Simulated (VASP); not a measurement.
# TiCo: single point with PBEsol+D3(BJ)

Crystal: TiCo.

```
Ti Co
1.0
     2.98611    0.00000    0.00000
     0.00000    2.98611    0.00000
     0.00000    0.00000    2.98611
Ti Co
1 1
Direct
  0.00000 0.00000 0.00000
  0.50000 0.50000 0.50000
```

| Item | Value |
| --- | --- |
| Program | VASP 6.6.1 |
| Task | single point |
| Functional | PBEsol |
| Dispersion | D3(BJ) |
| Potentials or basis | VASP PAW PBE potentials, release 64 (Ti_sv, Co) |
| Cutoff | 600 eV |
| k mesh | 5 × 5 × 5 |
| Occupations | methfessel-paxton, width 0.1 eV |
| Spin | collinear spin, ferromagnetic start |
| Starting moments | [0.03, 1.1] μB |
| Fixed moment | 1 μB |
| Dipole correction | no |
| Further INCAR settings | ALGO = Normal; EDIFF = 1e-06; NBANDS = 22 |

```json
{"Pressure": "-13.1 GPa", "Net moment": "1.00 μB per cell", "Site moments": "Ti +0.03; Co +0.99 μB", "Valence electrons inside the program's atomic spheres": "Ti 10.28; Co 8.29", "Dispersion energy per atom": "-0.518 eV"}
```

Wall time 8.4 s on 1 thread of Intel(R) Xeon(R) 6975P-C (Granite Rapids), with other jobs on the host, peak memory 0.16 GiB.

Caveat: the k points lie up to 0.42 Å⁻¹ apart; the PAW data sets were made with another functional, which shifts forces and pressure a little; the total moment is fixed, so each spin has its own Fermi level and the state may be an excited one.
